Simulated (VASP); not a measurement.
F: single point with r2SCAN

The system is F.

```
CELL_PARAMETERS angstrom
2.47285 -1.61043 0.00000
2.47285 1.61043 0.00000
0.00000 0.00000 6.54497
ATOMIC_POSITIONS crystal
F 0.90542 0.09458 0.09639
F 0.59458 0.40542 0.59639
F 0.40542 0.59458 0.40361
F 0.09458 0.90542 0.90361
```

```json
{
  "Program": "VASP 6.6.1",
  "Task": "single point",
  "Functional": "r2SCAN",
  "Potentials or basis": "VASP PAW PBE potentials, release 64 (F)",
  "Cutoff": "660 eV",
  "k mesh": "10 × 10 × 4",
  "Occupations": "gaussian, width 0.01 eV",
  "Spin": "no spin polarisation",
  "Dipole correction": "no",
  "Further INCAR settings": "ALGO = Normal; EDIFF = 1e-06; NBANDS = 22"
}
```

```json
{
 "Pressure": "1.5 GPa",
 "Largest force": "0.508 eV/Å",
 "Band gap on the k mesh": "3.71 eV"
}
```

Forces in eV/Å, atoms in the order of the input:
```
F    0.000  0.219  0.458
F    0.000 -0.219  0.458
F    0.000  0.219 -0.458
F    0.000 -0.219 -0.458
```

Stress tensor (GPa, compression positive):
```
0.12 0.00 0.00
0.00 0.93 0.00
0.00 0.00 3.54
```

Levels at points of the mesh, in eV from the valence-band top:
```tsv
k point	band 10	band 11	band 12	band 13	band 14	band 15	band 16	band 17	band 18	band 19
(0.00, 0.00, 0.00)	-3.18	-0.49	-0.20	-0.04	0.00	3.71	4.86	10.99	13.54	14.89
(0.50, 0.00, 0.00)	-3.46	-0.57	-0.57	-0.11	-0.11	4.41	4.41	15.97	15.97	17.98
(0.50, 0.50, 0.00)	-3.62	-0.98	-0.66	-0.25	-0.25	4.06	4.74	16.33	16.84	17.52
(0.00, 0.00, 0.50)	-3.20	-0.38	-0.38	-0.02	-0.02	4.26	4.26	11.96	11.96	17.41
(0.50, 0.00, 0.50)	-3.48	-0.49	-0.49	-0.06	-0.06	4.36	4.36	16.27	16.27	16.80
(0.50, 0.50, 0.50)	-3.67	-0.59	-0.59	-0.48	-0.48	4.39	4.39	16.78	16.78	17.32
```

Wall time 4.3 min on 1 thread of Intel(R) Xeon(R) 6975P-C (Granite Rapids), on a shared host, peak memory 0.26 GiB.

Caveat: the PAW data sets were made with another functional, which shifts forces and pressure a little. A k mesh can miss the band edges.
